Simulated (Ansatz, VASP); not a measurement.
## One calculation of CuO, two programs

Contents of INCAR:

```
ALGO = Normal ; EDIFF = 1E-6
ENCUT = 520 ; GGA = PE
ISIF = 2 ; ISMEAR = -1
LASPH = T ; LCHARG = F
LREAL = F ; LWAVE = F
NBANDS = 16 ; NELM = 100
PREC = Accurate ; SIGMA = 0.05
```

File KPOINTS:

```
k-points
0
Gamma
  11 11 11
```

POSCAR

```
CuO
1.0
    0.0000000000      2.1165600000      2.1165600000
    2.1165600000      0.0000000000      2.1165600000
    2.1165600000      2.1165600000      0.0000000000
Cu O
1 1
Direct
    0.0294977200      0.0281008700      0.9080259900
    0.4705022800      0.4718991300      0.5919740100
```

Contents of input.yaml:

```yaml
crystal:
  lattice:
    - [0.0, 2.11656, 2.11656]
    - [2.11656, 0.0, 2.11656]
    - [2.11656, 2.11656, 0.0]
  atoms:
    - { symbol: Cu, position: [0.02949772, 0.02810087, 0.90802599] }
    - { symbol: O, position: [0.47050228, 0.47189913, 0.59197401] }
kpoints:
  mp_grid: { grid: [11, 11, 11] }
scf:
  occupations: { method: fermi_dirac, width: 0.05 }
hamiltonian:
  xc: pbe
  pseudopotentials: { kind: all_electron, lapw: { basis_error: 0.0005 } }
output:
  forces: true
  stress: true
  eigenvalues: true
```

Alike in both runs: task single point; functional PBE; k mesh 11 × 11 × 11; occupations fermi-dirac, width 0.05 eV; no spin polarisation.

|  | VASP | Ansatz |
| --- | --- | --- |
| version | VASP 6.6.1 | Ansatz 0.2.0 |
| potentials or method | VASP PAW PBE potentials, release 64 (Cu, O), cutoff 520 eV | all-electron LAPW, scalar-relativistic |

|  | VASP | Ansatz | Ansatz less VASP |
| --- | --- | --- | --- |
| gap on the k mesh at the Fermi level (eV) | none | none | - |
| pressure (GPa) | 19.2 | 18.4 | -0.74 |
| traceless stress, the component that is largest in VASP (GPa) | -4.59 | -4.28 | +0.314 |
| rms of the force components (eV/Å) | 0.591 | 0.537 | -0.0538 |

Atom by atom the forces differ by 0.054 eV/Å (rms over components). A gap of «none» marks a metal or a gap that the smearing closes. Ansatz ran all-electron here, and VASP with PAW potentials.
